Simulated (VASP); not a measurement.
# TaN (Fm-3m) in VASP: further runs

TaN is run at these levels: LDA; tasks: single point.

Program: VASP 6.6.1. These are calculated values, not measurements. Logs are shortened: lines on timing, memory, paths and dates and some standing lists are left out, and cuts for length are marked.

### 1 The cell of the first run

It takes space group Fm-3m (No. 225, cubic). The conventional cell has a = 4.393 Å, b = 4.393 Å, c = 4.393 Å, α = 90.00°, β = 90.00°, γ = 90.00°. Within 2.9 Å of Ta (site symmetry m-3m) lie 6 N at 2.20 Å. N (site symmetry m-3m) has 6 Ta at 2.20 Å within 2.9 Å.

### 2 Single point, LDA (10.60 Å³/atom)

INCAR

```
SYSTEM = TaN
ALGO     = Normal         ! electronic algorithm
EDIFF    = 1E-7           ! SCF threshold, eV
ENCUT    = 520            ! plane-wave cutoff, eV
ISIF     = 2              ! what is computed and relaxed
ISMEAR   = -1             ! smearing method
LASPH    = .TRUE.         ! aspherical terms in the spheres
LCHARG   = .TRUE.         ! write CHGCAR
LELF     = .TRUE.         ! ELF
LREAL    = .FALSE.        ! projectors in reciprocal space
LVHAR    = .TRUE.       
LWAVE    = .FALSE.        ! write WAVECAR
NBANDS   = 15             ! bands
NELM     = 100            ! most SCF steps
PREC     = Accurate       ! precision mode
SIGMA    = 0.05           ! smearing width, eV
```

KPOINTS

```
k-points
0
G
  10 10 10
  0 0 0
```

POSCAR

```
TaN
1.0
    0.0000000000      2.1964814589      2.1964814589
    2.1964814589      0.0000000000      2.1964814589
    2.1964814589      2.1964814589      0.0000000000
Ta N
1 1
Direct
    0.5000000000      0.5000000000      0.5000000000
    0.0000000000      0.0000000000      0.0000000000
```

Potentials or basis: VASP PAW LDA potentials, release 64 (Ta_pv, N).

Started as:

```
cat potpaw_LDA.64/Ta_pv/POTCAR potpaw_LDA.64/N/POTCAR > POTCAR
mpirun -np 1 vasp_std > vasp.out
```

OUTCAR:

```text
SYSTEM = TaN
   EDIFF = 1E-7
   ENCUT = 520
   ISIF = 2
   ISMEAR = -1
   LASPH = .TRUE.
   LREAL = .FALSE.
   NELM = 100
   PREC = Accurate

 ion  position               nearest neighbor table
   1  0.500  0.500  0.500-   2 2.20   2 2.20   2 2.20   2 2.20   2 2.20   2 2.20
   2  0.000  0.000  0.000-   1 2.20   1 2.20   1 2.20   1 2.20   1 2.20   1 2.20

  LATTYP: Found a face centered cubic cell.
 ALAT       =     4.3929629178

  Lattice vectors:

 A1 = (   0.0000000000,   2.1964814589,   2.1964814589)
 A2 = (   2.1964814589,   0.0000000000,   2.1964814589)
 A3 = (   2.1964814589,   2.1964814589,   0.0000000000)

Analysis of symmetry for initial positions (statically):
=====================================================================
 Subroutine PRICEL returns:
 Original cell was already a primitive cell.

 Routine SETGRP: Setting up the symmetry group for a
 face centered cubic supercell.

 Subroutine GETGRP returns: Found 48 space group operations
 (whereof 48 operations were pure point group operations)
 out of a pool of 48 trial point group operations.

The static configuration has the point symmetry O_h .

Analysis of symmetry for dynamics (positions and initial velocities):
=====================================================================
 Subroutine PRICEL returns:
 Original cell was already a primitive cell.

 Routine SETGRP: Setting up the symmetry group for a
 face centered cubic supercell.

 Subroutine GETGRP returns: Found 48 space group operations
 (whereof 48 operations were pure point group operations)
 out of a pool of 48 trial point group operations.

The dynamic configuration has the point symmetry O_h .

 Subroutine INISYM returns: Found 48 space group operations
 (whereof 48 operations are pure point group operations),
 and found     1 'primitive' translations

----------------------------------------------------------------------------------------

                                     Primitive cell

  volume of cell :      21.1940

  direct lattice vectors                    reciprocal lattice vectors
     0.000000000  2.196481459  2.196481459    -0.227636795  0.227636795  0.227636795
     2.196481459  0.000000000  2.196481459     0.227636795 -0.227636795  0.227636795
     2.196481459  2.196481459  0.000000000     0.227636795  0.227636795 -0.227636795

  length of vectors
     3.106293869  3.106293869  3.106293869     0.394278495  0.394278495  0.394278495

  position of ions in fractional coordinates (direct lattice)
     0.500000000  0.500000000  0.500000000
     0.000000000  0.000000000  0.000000000

  ion indices of the primitive-cell ions
   primitive index   ion index
                 1           1
                 2           2

----------------------------------------------------------------------------------------

 KPOINTS: k-points

Automatic generation of k-mesh.
 Grid dimensions read from file:
 generate k-points for:   10   10   10

 Generating k-lattice:

  Cartesian coordinates                     Fractional coordinates (reciprocal lattice)
    -0.022763680  0.022763680  0.022763680     0.100000000  0.000000000  0.000000000
     0.022763680 -0.022763680  0.022763680     0.000000000  0.100000000  0.000000000
     0.022763680  0.022763680 -0.022763680     0.000000000  0.000000000  0.100000000

  Length of vectors
     0.039427849  0.039427849  0.039427849

  Shift w.r.t. Gamma in fractional coordinates (k-lattice)
     0.000000000  0.000000000  0.000000000

 Subroutine IBZKPT returns following result:
 ===========================================

 Found     47 irreducible k-points:

 Following reciprocal coordinates:
            Coordinates               Weight
  0.000000  0.000000  0.000000      1.000000
  0.100000  0.000000  0.000000      8.000000
  0.200000  0.000000  0.000000      8.000000
  0.300000  0.000000  0.000000      8.000000
  0.400000  0.000000  0.000000      8.000000
  0.500000  0.000000  0.000000      4.000000
[... 16 lines left out ...]
  0.300000  0.300000  0.000000      6.000000
  0.400000  0.300000  0.000000     24.000000
 [... further k-points ...]
   k-points           NKPTS =     47   k-points in BZ     NKDIM =     47   number of bands    NBANDS=     15
   number of dos      NEDOS =    301   number of ions     NIONS =      2
   total plane-waves  NPLWV =  13824
   dimension x,y,z NGX =    24 NGY =   24 NGZ =   24
   dimension x,y,z NGXF=    48 NGYF=   48 NGZF=   48
   ions per type =               1   1
   NGX,Y,Z   is equivalent  to a cutoff of  12.84, 12.84, 12.84 a.u.
   NGXF,Y,Z  is equivalent  to a cutoff of  25.69, 25.69, 25.69 a.u.
 SYSTEM =  TaN
   PREC   = accura    normal or accurate (medium, high low for compatibility)
   ISTART =      0    job   : 0-new  1-cont  2-samecut
   ICHARG =      2    charge: 1-file 2-atom 10-const
   ISPIN  =      1    spin polarized calculation?
   LNONCOLLINEAR =      F non collinear calculations
   LSORBIT =      F    spin-orbit coupling
   LASPH  =      T    aspherical Exc in radial PAW
   ENCUT  =  520.0 eV  38.22 Ry    6.18 a.u.   5.78  5.78  5.78*2*pi/ulx,y,z
   NELM   =    100;   NELMIN=  2; NELMDL= -5     # of ELM steps
   EDIFF  = 0.1E-06   stopping-criterion for ELM
   LREAL  =      F    real-space projection
   EDIFFG = 0.1E-05   stopping-criterion for IOM
   NSW    =      0    number of steps for IOM
   IBRION =     -1    ionic relax: 0-MD 1-quasi-New 2-CG
   NFREE  =      0    steps in history (QN), initial steepest desc. (CG)
   ISIF   =      2    stress and relaxation
   ISYM   =      2    0-nonsym 1-usesym 2-fastsym
   POTIM  = 0.5000    time-step for ionic-motion
   TEBEG  =    0.0;   TEEND  =   0.0 temperature during run
   PSTRESS=    0.0 pullay stress
   NELECT =      16.0000    total number of electrons
   NUPDOWN=      -1.0000    fix difference up-down
   EMIN   =  10.00;   EMAX   =-10.00  energy-range for DOS
   EFERMI =   0.00;   METHOD = LEGACY
   ISMEAR =    -1;   SIGMA  =   0.05  broadening in eV -4-tet -1-fermi 0-gaus
   EFERMI_NEDOS =   21; number of points for ismear=-14 and -15
   IALGO  =     38    algorithm
   IMIX   =      4    mixing-type and parameters
     AMIX     =   0.40;   BMIX     =  1.00
     AMIX_MAG =   1.60;   BMIX_MAG =  1.00
  volume/ion in A,a.u.               =      10.60        71.51
  Fermi-wavevector in a.u.,A,eV,Ry     =   1.490655  2.816930 30.232877  2.222054
  Thomas-Fermi vector in A             =   2.603410
   LORBIT       =      0    0 simple, 1 ext, 2 COOP (PROOUT), +10 PAW based schemes
   GGA     = CA    functional components
   LHFCALC =     F    Hartree Fock is set to
   AEXX    =    0.0000 exact exchange contribution
   IVDW    =     0    specifies the selected vdW correction
   LEPSILON=     F    determine dielectric tensor
   LRPA    =     F    only Hartree local field effects (RPA)
 non-spin polarized calculation
  energy-cutoff  :      520.00
  volume of cell :       21.19
 maximum number of plane-waves:       588
   NGX = 11   NGY = 11   NGZ = 11

 number of electron      16.0000003 magnetization

 Free energy of the ion-electron system (eV)
  ---------------------------------------------------
  ext. energy  EPLUGINS =         0.00000000
  ---------------------------------------------------
  free energy    TOTEN  =       -24.14904812 eV

  energy without entropy =      -24.14272219  energy(sigma->0) =      -24.14588515

 E-fermi :   9.4564     XC(G=0): -13.6798

 val. band max:        9.4256885345   @ k =   0.0000   0.0000   0.0000
 cond. band min:       9.4978966605   @ k =  -0.3000   0.3000   0.1000
 fundamental gap:      0.0722081260
 Fermi energy:         9.4563686584

 k-point     1 :       0.0000    0.0000    0.0000
  band No.  band energies     occupation
      1     -26.1319      2.00000
      2     -26.1319      2.00000
      3     -26.1319      2.00000
      4      -9.1908      2.00000
      5       5.6683      2.00000
      6       5.6683      2.00000
      7       5.6683      2.00000
      8       7.2876      2.00000
      9       7.2876      2.00000
     10       7.2876      2.00000
     11       9.4257      1.29753
     12       9.4257      1.29752
     13      11.1947      0.00000
     14      18.9216      0.00000
     15      20.8226      0.00000

 k-point     2 :       0.1000    0.0000    0.0000
  band No.  band energies     occupation
      1     -26.2226      2.00000
      2     -26.1402      2.00000
      3     -26.1402      2.00000
      4      -8.9443      2.00000
      5       4.5576      2.00000
      6       4.8963      2.00000
      7       4.8963      2.00000
      8       7.6500      2.00000
      9       7.6500      2.00000
     10       7.7442      2.00000
     11      10.3696      0.00000
     12      10.3696      0.00000
     13      11.8706      0.00000
     14      19.6550      0.00000
     15      20.8222      0.00000

 k-point     3 :       0.2000    0.0000    0.0000
  band No.  band energies     occupation
      1     -26.4527      2.00000
      2     -26.1617      2.00000
      3     -26.1617      2.00000
      4      -8.2714      2.00000
      5       2.7281      2.00000
      6       3.6838      2.00000
      7       3.6838      2.00000
      8       8.3152      2.00000
      9       8.4671      2.00000
     10       8.4671      2.00000
     11      12.2870      0.00000
     12      12.2870      0.00000
     13      13.2886      0.00000
     14      20.8205      0.00000
     15      21.3524      0.00000
[... 343 lines left out ...]
 k-point    23 :       0.3000    0.3000    0.0000
  band No.  band energies     occupation
      1     -26.6552      2.00000
      2     -26.3252      2.00000
      3     -26.3252      2.00000
      4      -7.7306      2.00000
      5       1.3012      2.00000
      6       4.5934      2.00000
      7       4.5934      2.00000
      8       4.8362      2.00000
      9      10.6786      0.00000
     10      11.8489      0.00000
     11      11.8489      0.00000
     12      12.4998      0.00000
     13      17.7749      0.00000
     14      20.8126      0.00000
     15      22.5079      0.00000

 k-point    24 :       0.4000    0.3000    0.0000
  band No.  band energies     occupation
      1     -26.7599      2.00000
      2     -26.3825      2.00000
      3     -26.3559      2.00000
      4      -7.5944      2.00000
      5       1.5386      2.00000
      6       3.5702      2.00000
      7       4.2750      2.00000
      8       5.5695      2.00000
      9      11.5592      0.00000
     10      12.3557      0.00000
     11      12.4338      0.00000
     12      13.4482      0.00000
     13      17.8545      0.00000
     14      20.1582      0.00000
     15      20.8517      0.00000

 [... further k-points ...]
[... 5 lines left out ...]
  --------------------------------------------------------------------------------------
  -------------------------------------------------------------------------------------
  Total       -1.1969161     -1.1969161     -1.1969161      0.0000000      0.0000000     -0.0000000
  in kB      -90.4818915    -90.4818915    -90.4818915      0.0000000      0.0000000     -0.0000000
  external PRESSURE =     -90.4818915 kB  Pullay stress =       0.0000000 kB

 VOLUME and BASIS-vectors are now :
 -----------------------------------------------------------------------------
  energy-cutoff  :      520.00
  volume of cell :       21.19
      direct lattice vectors                 reciprocal lattice vectors
     0.000000000  2.196481459  2.196481459    -0.227636795  0.227636795  0.227636795
     2.196481459  0.000000000  2.196481459     0.227636795 -0.227636795  0.227636795
     2.196481459  2.196481459  0.000000000     0.227636795  0.227636795 -0.227636795

 POSITION                                       TOTAL-FORCE (eV/Angst)
 -----------------------------------------------------------------------------------
      2.19648      2.19648      2.19648         0.000000      0.000000      0.000000
      0.00000      0.00000      0.00000        -0.000000     -0.000000      0.000000
 -----------------------------------------------------------------------------------
    total drift:                                0.000000     -0.000000     -0.000000

  FREE ENERGIE OF THE ION-ELECTRON SYSTEM (eV)
  ---------------------------------------------------
  free  energy   TOTEN  =       -24.1490481174 eV

  energy  without entropy=      -24.1427221869  energy(sigma->0) =      -24.14588515
```

Wall time 5 s (1 thread of Intel Xeon 6975P-C (Granite Rapids), shared host); peak memory 0.14 GiB.

Results:

```
Free energy            : -24.1490 eV
Pressure               : -9.0 GPa
Band gap on the k mesh : zero (bands 8 and 9 overlap by 4.03 eV)
```

Caveat: the cell stands under tension; spin-orbit coupling is left out, which moves the levels of the heavy elements.

### 3 Single point, LDA (11.03 Å³/atom)

This run uses another cell than the first one, of 11.03 Å³/atom.

INCAR

```
  PREC = Accurate
  ENCUT = 520
  EDIFF = 1E-6
  ISMEAR = -1
  SIGMA = 0.05
  LREAL = False
  LASPH = True
  NELM = 60
  ALGO = Normal
  ISIF = 2
  LWAVE = False
  LCHARG = False
  GGA = CA
  NBANDS = 15
```

KPOINTS

```
Automatic mesh
0
Gamma
  10 10 10
```

POSCAR

```
TaN
1.0
    0.0000000000      2.2259679500      2.2259679500
    2.2259679500      0.0000000000      2.2259679500
    2.2259679500      2.2259679500      0.0000000000
Ta N
1 1
Direct
    0.5000000000      0.5000000000      0.5000000000
    0.0000000000      0.0000000000      0.0000000000
```

Potentials or basis: VASP PAW LDA potentials, release 64 (Ta_pv, N).

Started as:

```
cat potpaw_LDA.64/Ta_pv/POTCAR potpaw_LDA.64/N/POTCAR > POTCAR
mpirun -np 1 vasp_std > vasp.out
```

It took 4.4 s on 1 thread of Intel Xeon 6975P-C (Granite Rapids), shared host; peak memory 0.13 GiB.

The run converged. Its results:

- Free energy: -24.0667 eV
- Pressure: -21.3 GPa
- Band gap on the k mesh: zero (bands 8 and 9 overlap by 3.80 eV)

Levels at points of the mesh, in eV from the Fermi level:
| k point | band 6 | band 7 | band 8 | band 9 | band 10 | band 11 |
| --- | --- | --- | --- | --- | --- | --- |
| (0.00, 0.00, 0.00) | -3.67 | -3.67 | -2.06 | -2.06 | -2.06 | -0.04 |
| (0.50, 0.00, 0.00) | -7.32 | -7.32 | 1.74 | 1.74 | 1.86 | 3.81 |
| (0.50, 0.50, 0.00) | -5.24 | -4.49 | -4.49 | 1.90 | 3.29 | 3.29 |

Caveat: the cell stands under tension; spin-orbit coupling is left out, which moves the levels of the heavy elements.

### 4 Single point, LDA (11.25 Å³/atom)

This run uses another cell than the first one, of 11.25 Å³/atom.

INCAR

```
SYSTEM = TaN
PREC = Accurate ; ENCUT = 520
EDIFF = 1E-6 ; ISMEAR = -1
SIGMA = 0.05 ; LREAL = .FALSE.
LASPH = .TRUE. ; NELM = 80
ALGO = Normal ; ISIF = 2
LWAVE = .FALSE. ; LCHARG = .FALSE.
NBANDS = 15
```

KPOINTS

```
Automatic mesh
0
G
  10 10 10
  0 0 0
```

POSCAR

```
TaN
1.0
    0.0000000000      2.2404226923      2.2404226923
    2.2404226923      0.0000000000      2.2404226923
    2.2404226923      2.2404226923      0.0000000000
Ta N
1 1
Direct
    0.5000000000      0.5000000000      0.5000000000
    0.0000000000      0.0000000000      0.0000000000
```

Started as:

```
cat potpaw_LDA.64/Ta_pv/POTCAR potpaw_LDA.64/N/POTCAR > POTCAR
mpirun -np 1 vasp_std > vasp.out
```

Run time: 4.5 s. Hardware: 1 thread of Intel Xeon 6975P-C (Granite Rapids), shared host; peak memory 0.13 GiB.

It converged, with:

| Item | Value |
| --- | --- |
| Free energy | -24.0025 eV |
| Pressure | -26.4 GPa |
| Band gap on the k mesh | zero (bands 8 and 9 overlap by 3.69 eV) |

Levels at points of the mesh, in eV from the Fermi level:
| k point | band 5 | band 6 | band 7 | band 8 | band 9 | band 10 | band 11 | band 12 |
| --- | --- | --- | --- | --- | --- | --- | --- | --- |
| (0.00, 0.00, 0.00) | -3.62 | -3.62 | -3.62 | -2.01 | -2.01 | -2.01 | -0.04 | -0.04 |
| (0.50, 0.00, 0.00) | -9.89 | -7.18 | -7.18 | 1.68 | 1.68 | 1.80 | 3.75 | 6.91 |
| (0.50, 0.50, 0.00) | -6.42 | -5.12 | -4.44 | -4.44 | 1.84 | 3.19 | 3.19 | 4.02 |

Caveat: the cell stands under tension; spin-orbit coupling is left out, which moves the levels of the heavy elements.

### 5 Single point, LDA (11.46 Å³/atom)

This run uses another cell than the first one, of 11.46 Å³/atom.

INCAR

```
SYSTEM = TaN
PREC = Accurate
ENCUT = 520
EDIFF = 1E-6
ISMEAR = -1
SIGMA = 0.05
LREAL = .FALSE.
LASPH = .TRUE.
NELM = 60
ALGO = Normal
ISIF = 2
LWAVE = .FALSE.
LCHARG = .FALSE.
GGA = CA
NBANDS = 15
```

KPOINTS is that of step 4.

POSCAR

```
TaN
1.0
    0.0000000000      2.2546932853      2.2546932853
    2.2546932853      0.0000000000      2.2546932853
    2.2546932853      2.2546932853      0.0000000000
Ta N
1 1
Direct
    0.5000000000      0.5000000000      0.5000000000
    0.0000000000      0.0000000000      0.0000000000
```

Started as:

```
cat potpaw_LDA.64/Ta_pv/POTCAR potpaw_LDA.64/N/POTCAR > POTCAR
mpirun -np 1 vasp_std > vasp.out
```

Run time: 4.3 s. Hardware: 1 thread of Intel Xeon 6975P-C (Granite Rapids), shared host; peak memory 0.14 GiB.

The run converged. Its results:

- Free energy: -23.9253 eV
- Pressure: -31.0 GPa
- Band gap on the k mesh: zero (bands 8 and 9 overlap by 3.59 eV)

Levels at points of the mesh, in eV from the Fermi level:
```csv
k point,band 4,band 5,band 6,band 7,band 8,band 9,band 10,band 11,band 12,band 13
"(0.00, 0.00, 0.00)",-18.00,-3.56,-3.56,-3.56,-1.96,-1.96,-1.96,-0.05,-0.05,1.09
"(0.50, 0.00, 0.00)",-15.32,-9.74,-7.05,-7.05,1.63,1.63,1.74,3.70,6.72,6.72
"(0.50, 0.50, 0.00)",-16.76,-6.37,-4.99,-4.39,-4.39,1.79,3.09,3.09,3.83,5.92
```

Caveat: the cell stands under tension; spin-orbit coupling is left out, which moves the levels of the heavy elements.

### 6 Overview

| cell | gap on the mesh (eV) | pressure (GPa) |
| --- | --- | --- |
| a = 3.106 Å, angles 60.0°, 2 atoms | none | -9.0 |
| a = 3.148 Å, angles 60.0°, 2 atoms | none | -21.3 |
| a = 3.168 Å, angles 60.0°, 2 atoms | none | -26.4 |
| a = 3.189 Å, angles 60.0°, 2 atoms | none | -31.0 |

Alike in all rows: task single point; level LDA; potentials or basis VASP PAW LDA potentials, release 64 (Ta_pv, N); no spin polarisation; k mesh 10 × 10 × 10; cutoff (eV) 520; smearing fermi-dirac 0.05 eV.

Caveats: the cell stands under tension; spin-orbit coupling is left out, which moves the levels of the heavy elements.

Total energies depend on the potentials used, so only differences within one code and one set of settings carry meaning.
